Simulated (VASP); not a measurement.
# Cd7S (I-43m) in VASP: relaxation of cell and atoms with PBE

Aim: the relaxation of cell and atoms of Cd7S with PBE.

Program: VASP 6.6.1. These are calculated values, not measurements. Logs are shortened: lines on timing, memory, paths and dates and some standing lists are left out, and cuts for length are marked.

### 1 The cell of the first run

It takes space group I-43m (No. 217, cubic). Conventional cell: a = 7.217 Å, b = 7.217 Å, c = 7.217 Å, α = 90.00°, β = 90.00°, γ = 90.00°. Within 4.0 Å of Cd (site symmetry -42m) lie 12 Cd at 3.01 to 3.61 Å and 2 S at 3.61 Å. Cd (site symmetry 3m) has 2 S at 2.69 to 3.56 Å and 12 Cd at 3.01 to 3.68 Å within 3.7 Å. S (site symmetry -43m) has 14 Cd at 2.69 to 3.61 Å within 3.7 Å.

The cell was generated, and may not be a known phase.

### 2 Relaxation of cell and atoms, PBE

INCAR reads:

```
ALGO     = Normal         # electronic algorithm
EDIFF    = 1E-7           # SCF threshold, eV
EDIFFG   = -0.01          # ionic threshold
ENCUT    = 600            # plane-wave cutoff, eV
GGA      = PE             # functional
IBRION   = 2              # ionic algorithm
ISIF     = 3              # what is computed and relaxed
ISMEAR   = 0              # smearing method
LASPH    = T              # aspherical terms in the spheres
LCHARG   = F              # write CHGCAR
LREAL    = F              # projectors in reciprocal space
LWAVE    = F              # write WAVECAR
NELM     = 80             # most SCF steps
NSW      = 100            # ionic steps
PREC     = Accurate       # precision mode
SIGMA    = 0.1            # smearing width, eV
```

KPOINTS reads:

```
k-points
0
Gamma
  6 6 6
```

POSCAR reads:

```
Cd7S
1.0
   -3.6082591713      3.6082591713      3.6082591713
    3.6082591713     -3.6082591713      3.6082591713
    3.6082591713      3.6082591713     -3.6082591713
Cd S
7 1
Direct
    0.0000000000      0.5000000000      0.5000000000
    0.5000000000      0.0000000000      0.5000000000
    0.5000000000      0.5000000000      0.0000000000
    0.4305562818      0.4305562818      0.4305562818
    0.0000000000      0.0000000000      0.5694437182
    0.0000000000      0.5694437182      0.0000000000
    0.5694437182      0.0000000000      0.0000000000
    0.0000000000      0.0000000000      0.0000000000
```

Potentials or basis: VASP PAW PBE potentials, release 64 (Cd, S).

On the command line:

```console
$ cat potpaw_PBE.64/Cd/POTCAR potpaw_PBE.64/S/POTCAR > POTCAR
$ mpirun -np 1 vasp_std > vasp.out
```

OUTCAR:

```text
EDIFF = 1E-7
   EDIFFG = -0.01
   ENCUT = 600
   GGA = PE
   IBRION = 2
   ISIF = 3
   ISMEAR = 0
   LASPH = T
   LREAL = F
   NELM = 80
   NSW = 100
   PREC = Accurate

 ion  position               nearest neighbor table
   1  0.000  0.500  0.500-   4 3.01   5 3.01   6 3.01   7 3.01   6 3.30   5 3.30   7 3.30   4 3.30
                             3 3.61   2 3.61   3 3.61   2 3.61
   2  0.500  0.000  0.500-   4 3.01   5 3.01   7 3.01   6 3.01   7 3.30   5 3.30   6 3.30   4 3.30
                             3 3.61   3 3.61   1 3.61   1 3.61
   3  0.500  0.500  0.000-   4 3.01   6 3.01   7 3.01   5 3.01   4 3.30   7 3.30   6 3.30   5 3.30
                             2 3.61   2 3.61   1 3.61   1 3.61
   4  0.431  0.431  0.431-   8 2.69   2 3.01   3 3.01   1 3.01   3 3.30   2 3.30   1 3.30   5 3.68
                             7 3.68   6 3.68   6 3.68   5 3.68   7 3.68
   5  0.000  0.000  0.569-   8 2.69   3 3.01   1 3.01   2 3.01   1 3.30   2 3.30   3 3.30   4 3.68
                             7 3.68   6 3.68   7 3.68   6 3.68   4 3.68
   6  0.000  0.569  0.000-   8 2.69   2 3.01   1 3.01   3 3.01   3 3.30   1 3.30   2 3.30   7 3.68
                             5 3.68   7 3.68   4 3.68   5 3.68   4 3.68
   7  0.569  0.000  0.000-   8 2.69   1 3.01   2 3.01   3 3.01   3 3.30   2 3.30   1 3.30   6 3.68
                             4 3.68   5 3.68   6 3.68   5 3.68   4 3.68
   8  0.000  0.000  0.000-   4 2.69   5 2.69   6 2.69   7 2.69

  LATTYP: Found a body centered cubic cell.
 ALAT       =     7.2165183426

  Lattice vectors:

 A1 = (  -3.6082591713,   3.6082591713,   3.6082591713)
 A2 = (   3.6082591713,  -3.6082591713,   3.6082591713)
 A3 = (   3.6082591713,   3.6082591713,  -3.6082591713)

Analysis of symmetry for initial positions (statically):
=====================================================================
 Subroutine PRICEL returns:
 Original cell was already a primitive cell.

 Routine SETGRP: Setting up the symmetry group for a
 body centered cubic supercell.

 Subroutine GETGRP returns: Found 24 space group operations
 (whereof 24 operations were pure point group operations)
 out of a pool of 48 trial point group operations.

The static configuration has the point symmetry T_d .

Analysis of symmetry for dynamics (positions and initial velocities):
=====================================================================
 Subroutine PRICEL returns:
 Original cell was already a primitive cell.

 Routine SETGRP: Setting up the symmetry group for a
 body centered cubic supercell.

 Subroutine GETGRP returns: Found 24 space group operations
 (whereof 24 operations were pure point group operations)
 out of a pool of 48 trial point group operations.

[... 110 lines left out ...]
   ISYM   =      2    0-nonsym 1-usesym 2-fastsym
   POTIM  = 0.5000    time-step for ionic-motion
   TEBEG  =    0.0;   TEEND  =   0.0 temperature during run
   PSTRESS=    0.0 pullay stress
   NELECT =      90.0000    total number of electrons
   NUPDOWN=      -1.0000    fix difference up-down
   EMIN   =  10.00;   EMAX   =-10.00  energy-range for DOS
   EFERMI =   0.00;   METHOD = LEGACY
   ISMEAR =     0;   SIGMA  =   0.10  broadening in eV -4-tet -1-fermi 0-gaus
   EFERMI_NEDOS =   21; number of points for ismear=-14 and -15
   IALGO  =     38    algorithm
   IMIX   =      4    mixing-type and parameters
     AMIX     =   0.40;   BMIX     =  1.00
     AMIX_MAG =   1.60;   BMIX_MAG =  1.00
  volume/ion in A,a.u.               =      23.49       158.51
  Fermi-wavevector in a.u.,A,eV,Ry     =   1.280869  2.420491 22.322053  1.640625
  Thomas-Fermi vector in A             =   2.413272
   LORBIT       =      0    0 simple, 1 ext, 2 COOP (PROOUT), +10 PAW based schemes
   GGA     = PE    functional components
   LHFCALC =     F    Hartree Fock is set to
   AEXX    =    0.0000 exact exchange contribution
   IVDW    =     0    specifies the selected vdW correction
   LEPSILON=     F    determine dielectric tensor
   LRPA    =     F    only Hartree local field effects (RPA)
 conjugate gradient relaxation of ions
 non-spin polarized calculation
 Gauss-broadening in eV      SIGMA  =   0.10
  energy-cutoff  :      600.00
  volume of cell :      187.91
 maximum number of plane-waves:      6339
 NGX is ok and might be reduce to    50
   NGX = 25   NGY = 25   NGZ = 25

--------------------------------------- Ionic step        1  -------------------------------------------

 number of electron      89.9999993 magnetization

 Free energy of the ion-electron system (eV)
  ---------------------------------------------------
  ext. energy  EPLUGINS =         0.00000000
  ---------------------------------------------------
  free energy    TOTEN  =        -8.62616665 eV

  energy without entropy =       -8.61075843  energy(sigma->0) =       -8.61846254

------------------------ aborting loop because EDIFF is reached ----------------------------------------

  FORCE on cell =-STRESS in cart. coord.  units (eV):
  Direction    XX          YY          ZZ          XY          YZ          ZX
  --------------------------------------------------------------------------------------
  -------------------------------------------------------------------------------------
  Total        1.2266591      1.2266591      1.2266591      0.0000000     -0.0000000      0.0000000
  in kB       10.4587867     10.4587867     10.4587867      0.0000000     -0.0000000      0.0000000
  external PRESSURE =      10.4587867 kB  Pullay stress =       0.0000000 kB
[... 107 lines left out ...]
  FREE ENERGIE OF THE ION-ELECTRON SYSTEM (eV)
  ---------------------------------------------------
  free  energy   TOTEN  =        -8.6457397166 eV

  energy  without entropy=       -8.6298051986  energy(sigma->0) =       -8.63777246

[... ionic steps 4 to 7 ...]

--------------------------------------- Ionic step        8  -------------------------------------------

 number of electron      89.9999994 magnetization

------------------------ aborting loop because EDIFF is reached ----------------------------------------
[... 79 lines left out ...]
--------------------------------------- Ionic step       10  -------------------------------------------

 number of electron      89.9999992 magnetization

 Free energy of the ion-electron system (eV)
  ---------------------------------------------------
  ext. energy  EPLUGINS =         0.00000000
  ---------------------------------------------------
  free energy    TOTEN  =        -8.65827295 eV

  energy without entropy =       -8.64290212  energy(sigma->0) =       -8.65058753

 E-fermi :   2.4177     XC(G=0): -10.3599

 val. band max:        2.3031629476   @ k =   0.3333   0.0000   0.0000
 cond. band min:       2.4569504020   @ k =   0.5000   0.5000   0.1667
 fundamental gap:      0.1537874544
 Fermi energy:         2.4176900048

 k-point     1 :       0.0000    0.0000    0.0000
  band No.  band energies     occupation
      1     -10.2831      2.00000
      2      -6.8874      2.00000
      3      -6.8874      2.00000
      4      -6.8596      2.00000
      5      -6.8596      2.00000
      6      -6.8596      2.00000
[... 936 lines left out ...]
  FREE ENERGIE OF THE ION-ELECTRON SYSTEM (eV)
  ---------------------------------------------------
  free  energy   TOTEN  =        -8.6582729451 eV

  energy  without entropy=       -8.6429021244  energy(sigma->0) =       -8.65058753

 reached required accuracy - stopping structural energy minimisation
```

Wall time 11 min (1 thread of Intel Xeon 6975P-C (Granite Rapids), shared host); peak memory 0.45 GiB.

Results:

```
Free energy                           : -8.6583 eV
Relaxed volume                        : 23.70 Å³/atom
Relaxed cell                          : a = 6.268 Å, b = 6.268 Å, c = 6.268 Å, α = 109.47°, β = 109.47°, γ = 109.47°
Space group after relaxing (to 0.1 Å) : I-43m (No. 217)
Energy gained by relaxing             : 4.0 meV/atom
Ionic steps                           : 10
Pressure after relaxing               : 0.0 GPa
Band gap on the k mesh                : zero (bands 45 and 46 overlap by 1.21 eV)
```

The path:
| step | energy change (eV) | largest force (eV/Å) | pressure (GPa) | volume (Å³) |
| --- | --- | --- | --- | --- |
| 1 | 0.0000 | 0.1732 | 1.05 | 187.91 |
| 2 | -0.0190 | 0.0949 | 0.09 | 192.11 |
| 3 | -0.0196 | 0.0792 | -0.10 | 193.01 |
| 4 | -0.0211 | 0.0739 | -0.10 | 192.78 |
| 5 | -0.0249 | 0.0589 | -0.07 | 192.07 |
| 6 | -0.0299 | 0.0332 | 0.01 | 190.66 |
| 7 | -0.0307 | 0.0031 | 0.23 | 187.87 |
| 8 | -0.0318 | 0.0095 | 0.14 | 189.00 |
| 9 | -0.0303 | 0.0228 | -0.34 | 190.98 |
| 10 | -0.0321 | 0.0001 | 0.00 | 189.56 |

Final structure:
```xyz
8
Lattice="-3.6188 3.6188 3.6188 3.6188 -3.6188 3.6188 3.6188 3.6188 -3.6188" Properties=species:S:1:pos:R:3 pbc="T T T"
Cd    3.6188    0.0000    0.0000
Cd    0.0000    3.6188    0.0000
Cd    0.0000    0.0000    3.6188
Cd    1.6090    1.6090    1.6090
Cd    2.0098    2.0098   -2.0098
Cd    2.0098   -2.0098    2.0098
Cd   -2.0098    2.0098    2.0098
S     0.0000    0.0000    0.0000
```

The gap in the log of VASP goes by the Fermi energy; the results here count the filled bands.